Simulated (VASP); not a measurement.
# Ti (Im-3m) in VASP: further runs

Runs on Ti. Level: PBE. Tasks: single point.

All numbers are computed with VASP 6.6.1; they aren't measurements. Logs are shortened: lines on timing, memory, paths and dates and some standing lists are left out, and cuts for length are marked.

## Step 1: The cell of the first run

The structure is cubic, space group Im-3m (No. 229). The conventional cell has a = 3.256 Å, b = 3.256 Å, c = 3.256 Å, α = 90.00°, β = 90.00°, γ = 90.00°. Within 3.7 Å of Ti (site symmetry m-3m) lie 14 Ti at 2.82 to 3.26 Å.

This isn't the form of Ti at room conditions, which is hcp.

## Step 2: Single point, PBE, collinear spin

INCAR reads:

```
SYSTEM = Ti
PREC = Accurate
ENCUT = 520
EDIFF = 1E-6
ISMEAR = -1
SIGMA = 0.05
LREAL = .FALSE.
LASPH = .TRUE.
NELM = 150
ALGO = Normal
ISIF = 2
LWAVE = .FALSE.
LCHARG = .FALSE.
ISPIN = 2
MAGMOM = 1
LORBIT = 11
LMAXMIX = 4
GGA = PE
NBANDS = 16
```

KPOINTS reads:

```
regular mesh
0
G
  13 13 13
  0 0 0
```

POSCAR reads:

```
Ti
1.0
   -1.6280154274      1.6280154274      1.6280154274
    1.6280154274     -1.6280154274      1.6280154274
    1.6280154274      1.6280154274     -1.6280154274
Ti
1
Direct
    0.0000000000      0.0000000000      0.0000000000
```

Potentials or basis: VASP PAW PBE potentials, release 64 (Ti_sv).

The run is started by

```bash
> cat potpaw_PBE.64/Ti_sv/POTCAR > POTCAR
> mpirun -np 1 vasp_std > vasp.out
```

OUTCAR:

```text
SYSTEM = Ti
   PREC = Accurate
   ENCUT = 520
   EDIFF = 1E-6
   ISMEAR = -1
   LREAL = .FALSE.
   LASPH = .TRUE.
   NELM = 150
   ISIF = 2
   ISPIN = 2
   LORBIT = 11
   GGA = PE

 ion  position               nearest neighbor table
   1  0.000  0.000  0.000-

  LATTYP: Found a body centered cubic cell.
 ALAT       =     3.2560308548

  Lattice vectors:

 A1 = (  -1.6280154274,   1.6280154274,   1.6280154274)
 A2 = (   1.6280154274,  -1.6280154274,   1.6280154274)
 A3 = (   1.6280154274,   1.6280154274,  -1.6280154274)

Analysis of symmetry for initial positions (statically):
=====================================================================
 Subroutine PRICEL returns:
 Original cell was already a primitive cell.

 Routine SETGRP: Setting up the symmetry group for a
 body centered cubic supercell.

 Subroutine GETGRP returns: Found 48 space group operations
 (whereof 48 operations were pure point group operations)
 out of a pool of 48 trial point group operations.

The static configuration has the point symmetry O_h .

Analysis of symmetry for dynamics (positions and initial velocities):
=====================================================================
 Subroutine PRICEL returns:
 Original cell was already a primitive cell.

 Routine SETGRP: Setting up the symmetry group for a
 body centered cubic supercell.

 Subroutine GETGRP returns: Found 48 space group operations
 (whereof 48 operations were pure point group operations)
 out of a pool of 48 trial point group operations.

The dynamic configuration has the point symmetry O_h .

Analysis of structural, dynamic, and magnetic symmetry:
=====================================================================
 Subroutine PRICEL returns:
 Original cell was already a primitive cell.

 Routine SETGRP: Setting up the symmetry group for a
 body centered cubic supercell.

 Subroutine GETGRP returns: Found 48 space group operations
 (whereof 48 operations were pure point group operations)
 out of a pool of 48 trial point group operations.

The overall configuration has the point symmetry O_h .

 Subroutine INISYM returns: Found 48 space group operations
 (whereof 48 operations are pure point group operations),
 and found     1 'primitive' translations

----------------------------------------------------------------------------------------

                                     Primitive cell

  volume of cell :      17.2598

  direct lattice vectors                    reciprocal lattice vectors
    -1.628015427  1.628015427  1.628015427     0.000000000  0.307122397  0.307122397
     1.628015427 -1.628015427  1.628015427     0.307122397  0.000000000  0.307122397
     1.628015427  1.628015427 -1.628015427     0.307122397  0.307122397  0.000000000

  length of vectors
     2.819805436  2.819805436  2.819805436     0.434336659  0.434336659  0.434336659

  position of ions in fractional coordinates (direct lattice)
     0.000000000  0.000000000  0.000000000

  ion indices of the primitive-cell ions
   primitive index   ion index
                 1           1

----------------------------------------------------------------------------------------

 KPOINTS: regular mesh

Automatic generation of k-mesh.
 Grid dimensions read from file:
 generate k-points for:   13   13   13

 Generating k-lattice:

  Cartesian coordinates                     Fractional coordinates (reciprocal lattice)
     0.000000000  0.023624800  0.023624800     0.076923077  0.000000000  0.000000000
     0.023624800  0.000000000  0.023624800     0.000000000  0.076923077  0.000000000
     0.023624800  0.023624800  0.000000000     0.000000000  0.000000000  0.076923077

  Length of vectors
     0.033410512  0.033410512  0.033410512

  Shift w.r.t. Gamma in fractional coordinates (k-lattice)
     0.000000000  0.000000000  0.000000000

 Subroutine IBZKPT returns following result:
 ===========================================

 Found     84 irreducible k-points:

 Following reciprocal coordinates:
            Coordinates               Weight
  0.000000  0.000000  0.000000      1.000000
  0.076923  0.000000  0.000000     12.000000
  0.153846  0.000000  0.000000     12.000000
  0.230769  0.000000  0.000000     12.000000
  0.307692  0.000000  0.000000     12.000000
  0.384615  0.000000  0.000000     12.000000
[... 16 lines left out ...]
  0.153846  0.076923  0.076923     24.000000
  0.230769  0.076923  0.076923     24.000000
 [... further k-points ...]
   k-points           NKPTS =     84   k-points in BZ     NKDIM =     84   number of bands    NBANDS=     16
   number of dos      NEDOS =    301   number of ions     NIONS =      1
   total plane-waves  NPLWV =  13824
   dimension x,y,z NGX =    24 NGY =   24 NGZ =   24
   dimension x,y,z NGXF=    48 NGYF=   48 NGZF=   48
   ions per type =               1
   NGX,Y,Z   is equivalent  to a cutoff of  14.15, 14.15, 14.15 a.u.
   NGXF,Y,Z  is equivalent  to a cutoff of  28.30, 28.30, 28.30 a.u.
 SYSTEM =  Ti
   PREC   = accura    normal or accurate (medium, high low for compatibility)
   ISTART =      0    job   : 0-new  1-cont  2-samecut
   ICHARG =      2    charge: 1-file 2-atom 10-const
   ISPIN  =      2    spin polarized calculation?
   LNONCOLLINEAR =      F non collinear calculations
   LSORBIT =      F    spin-orbit coupling
   LASPH  =      T    aspherical Exc in radial PAW
   ENCUT  =  520.0 eV  38.22 Ry    6.18 a.u.   5.24  5.24  5.24*2*pi/ulx,y,z
   NELM   =    150;   NELMIN=  2; NELMDL= -5     # of ELM steps
   EDIFF  = 0.1E-05   stopping-criterion for ELM
   LREAL  =      F    real-space projection
   EDIFFG = 0.1E-04   stopping-criterion for IOM
   NSW    =      0    number of steps for IOM
   IBRION =     -1    ionic relax: 0-MD 1-quasi-New 2-CG
   NFREE  =      0    steps in history (QN), initial steepest desc. (CG)
   ISIF   =      2    stress and relaxation
   ISYM   =      2    0-nonsym 1-usesym 2-fastsym
   POTIM  = 0.5000    time-step for ionic-motion
   TEBEG  =    0.0;   TEEND  =   0.0 temperature during run
   PSTRESS=    0.0 pullay stress
   NELECT =      12.0000    total number of electrons
   NUPDOWN=      -1.0000    fix difference up-down
   EMIN   =  10.00;   EMAX   =-10.00  energy-range for DOS
   EFERMI =   0.00;   METHOD = LEGACY
   ISMEAR =    -1;   SIGMA  =   0.05  broadening in eV -4-tet -1-fermi 0-gaus
   EFERMI_NEDOS =   21; number of points for ismear=-14 and -15
   IALGO  =     38    algorithm
   IMIX   =      4    mixing-type and parameters
     AMIX     =   0.40;   BMIX     =  1.00
     AMIX_MAG =   1.60;   BMIX_MAG =  1.00
  volume/ion in A,a.u.               =      17.26       116.47
  Fermi-wavevector in a.u.,A,eV,Ry     =   1.450296  2.740663 28.617941  2.103359
  Thomas-Fermi vector in A             =   2.567925
   LORBIT       =     11    0 simple, 1 ext, 2 COOP (PROOUT), +10 PAW based schemes
   GGA     = PE    functional components
   LHFCALC =     F    Hartree Fock is set to
   AEXX    =    0.0000 exact exchange contribution
   IVDW    =     0    specifies the selected vdW correction
   LEPSILON=     F    determine dielectric tensor
   LRPA    =     F    only Hartree local field effects (RPA)
 spin polarized calculation
  energy-cutoff  :      520.00
  volume of cell :       17.26
 maximum number of plane-waves:       478
 NGX is ok and might be reduce to    24
   NGX = 11   NGY = 11   NGZ = 11

 number of electron      11.9999997 magnetization       0.0006096

 Free energy of the ion-electron system (eV)
  ---------------------------------------------------
  ext. energy  EPLUGINS =         0.00000000
  ---------------------------------------------------
  free energy    TOTEN  =        -7.73443169 eV

  energy without entropy =       -7.71623960  energy(sigma->0) =       -7.72533564

 E-fermi :   8.1476     XC(G=0): -11.5235

 val. band max:        8.1404348758   @ k =   0.2308   0.0769   0.0769
 cond. band min:       8.1512747825   @ k =   0.2308   0.2308   0.0000
 fundamental gap:      0.0108399068
 Fermi energy:         8.1475948086

 spin component 1

 k-point     1 :       0.0000    0.0000    0.0000
  band No.  band energies     occupation
      1     -48.3688      1.00000
      2     -24.2181      1.00000
      3     -24.2181      1.00000
      4     -24.2181      1.00000
      5       2.1843      1.00000
      6       9.1446      0.00000
[... 8 lines left out ...]
     15      31.6445      0.00000
     16      35.3417      0.00000

 k-point     2 :       0.0769    0.0000    0.0000
  band No.  band energies     occupation
      1     -48.3612      1.00000
      2     -24.2589      1.00000
      3     -24.2306      1.00000
      4     -24.2183      1.00000
      5       2.3876      1.00000
      6       9.0520      0.00000
[... 8 lines left out ...]
     15      31.8778      0.00000
     16      33.2299      0.00000
[... 387 lines left out ...]
      5       4.1823      1.00000
      6       8.3236      0.02877
[... 8 lines left out ...]
     15      32.5000      0.00000
     16      33.5568      0.00000

 k-point    24 :       0.2308    0.0769    0.0769
  band No.  band energies     occupation
      1     -48.2715      1.00000
      2     -24.7043      1.00000
      3     -24.3638      1.00000
      4     -24.2548      1.00000
      5       5.1243      1.00000
      6       8.0150      0.93415
[... 8 lines left out ...]
     15      32.9039      0.00000
     16      33.3627      0.00000

 [... further k-points ...]

 spin component 2

 k-point     1 :       0.0000    0.0000    0.0000
  band No.  band energies     occupation
      1     -48.3684      1.00000
      2     -24.2177      1.00000
      3     -24.2177      1.00000
      4     -24.2177      1.00000
      5       2.1848      1.00000
      6       9.1451      0.00000
[... 8 lines left out ...]
     15      31.6448      0.00000
     16      35.3421      0.00000

 k-point     2 :       0.0769    0.0000    0.0000
  band No.  band energies     occupation
      1     -48.3608      1.00000
      2     -24.2586      1.00000
      3     -24.2303      1.00000
      4     -24.2179      1.00000
      5       2.3880      1.00000
      6       9.0525      0.00000
[... 8 lines left out ...]
     15      31.8782      0.00000
     16      33.2304      0.00000
[... 387 lines left out ...]
      5       4.1827      1.00000
      6       8.3240      0.02850
[... 8 lines left out ...]
     15      32.5004      0.00000
     16      33.5573      0.00000

 k-point    24 :       0.2308    0.0769    0.0769
  band No.  band energies     occupation
      1     -48.2711      1.00000
      2     -24.7039      1.00000
      3     -24.3634      1.00000
      4     -24.2544      1.00000
      5       5.1248      1.00000
      6       8.0155      0.93356
[... 8 lines left out ...]
     15      32.9044      0.00000
     16      33.3631      0.00000

 [... further k-points ...]

------------------------ aborting loop because EDIFF is reached ----------------------------------------

  FORCE on cell =-STRESS in cart. coord.  units (eV):
  Direction    XX          YY          ZZ          XY          YZ          ZX
  --------------------------------------------------------------------------------------
  -------------------------------------------------------------------------------------
  Total       -0.0251682     -0.0251682     -0.0251682     -0.0000000      0.0000000     -0.0000000
  in kB       -2.3362923     -2.3362923     -2.3362923     -0.0000000      0.0000000     -0.0000000
  external PRESSURE =      -2.3362923 kB  Pullay stress =       0.0000000 kB

 VOLUME and BASIS-vectors are now :
 -----------------------------------------------------------------------------
  energy-cutoff  :      520.00
  volume of cell :       17.26
      direct lattice vectors                 reciprocal lattice vectors
    -1.628015427  1.628015427  1.628015427     0.000000000  0.307122397  0.307122397
     1.628015427 -1.628015427  1.628015427     0.307122397  0.000000000  0.307122397
     1.628015427  1.628015427 -1.628015427     0.307122397  0.307122397  0.000000000

 POSITION                                       TOTAL-FORCE (eV/Angst)
 -----------------------------------------------------------------------------------
      0.00000      0.00000      0.00000         0.000000      0.000000      0.000000
 -----------------------------------------------------------------------------------
    total drift:                                0.000000      0.000000      0.000000

  FREE ENERGIE OF THE ION-ELECTRON SYSTEM (eV)
  ---------------------------------------------------
  free  energy   TOTEN  =        -7.7344316897 eV

  energy  without entropy=       -7.7162396000  energy(sigma->0) =       -7.72533564

 total charge

# of ion       s       p       d       tot
------------------------------------------
    1        2.244   6.113   1.915  10.271

 magnetization (x)

# of ion       s       p       d       tot
------------------------------------------
    1        0.000   0.000   0.000   0.000
```

Run time: 54 s. Hardware: 1 thread of Intel Xeon 8259CL, shared host; peak memory 0.17 GiB.

Results:

```yaml
Free_energy: -7.7344 eV
Pressure: -0.2 GPa
Band_gap_on_the_k_mesh: zero (filled and empty bands overlap)
Net_moment: 0.00 μB per cell
Valence_electrons_inside_the_program's_atomic_spheres: Ti 10.27
```

Levels at points of the mesh, in eV from the Fermi level:
Spin up:
```csv
k point,band 2,band 3,band 4,band 5,band 6,band 7,band 8,band 9,band 10,band 11
"(0.00, 0.00, 0.00)",-32.37,-32.37,-32.37,-5.96,1.00,1.00,1.00,2.77,2.77,17.46
```
Spin down:
| k point | band 2 | band 3 | band 4 | band 5 | band 6 | band 7 | band 8 | band 9 | band 10 | band 11 |
| --- | --- | --- | --- | --- | --- | --- | --- | --- | --- | --- |
| (0.00, 0.00, 0.00) | -32.37 | -32.37 | -32.37 | -5.96 | 1.00 | 1.00 | 1.00 | 2.77 | 2.77 | 17.46 |

(Continued in part 2 of 3.)
